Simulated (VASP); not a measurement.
A run of VASP 6.6.1:

File INCAR:

```
PREC     = Accurate       # precision mode
ENCUT    = 520            # plane-wave cutoff, eV
EDIFF    = 1E-6           # SCF threshold, eV
ISMEAR   = 0              # smearing method
SIGMA    = 0.15           # smearing width, eV
LREAL    = False          # projectors in reciprocal space
LASPH    = True           # aspherical terms in the spheres
NELM     = 60             # most SCF steps
ALGO     = Fast           # electronic algorithm
ISIF     = 2              # what is computed and relaxed
LWAVE    = False          # write WAVECAR
LCHARG   = True           # write CHGCAR
GGA      = PE             # functional
LELF     = True           # ELF
LVHAR    = True         
NBANDS   = 12             # bands
```

The input KPOINTS:

```
Automatic mesh
0
Gamma
  18 18 18
```

Contents of POSCAR:

```
Ta
1.0
   -1.6594835689      1.6594835689      1.5972529351
    1.6594835689     -1.6594835689      1.5972529351
    1.6594835689      1.6594835689     -1.5972529351
Ta
1
Direct
    0.0000000000      0.0000000000      0.0000000000
```

Potentials or basis: VASP PAW PBE potentials, release 64 (Ta_pv).

Launch:

```bash
$ cat potpaw_PBE.64/Ta_pv/POTCAR > POTCAR
$ mpirun -np 1 vasp_std > vasp.out
```

Hardware: 1 thread of Intel Xeon 6975P-C, with other jobs on the host.

Task: Estimate the wall time of this run.

Result: Run time: 52 s on 1 thread of Intel Xeon 6975P-C (shared host), peak memory 0.22 GiB. Counts: scf iterations 12, k points 480.
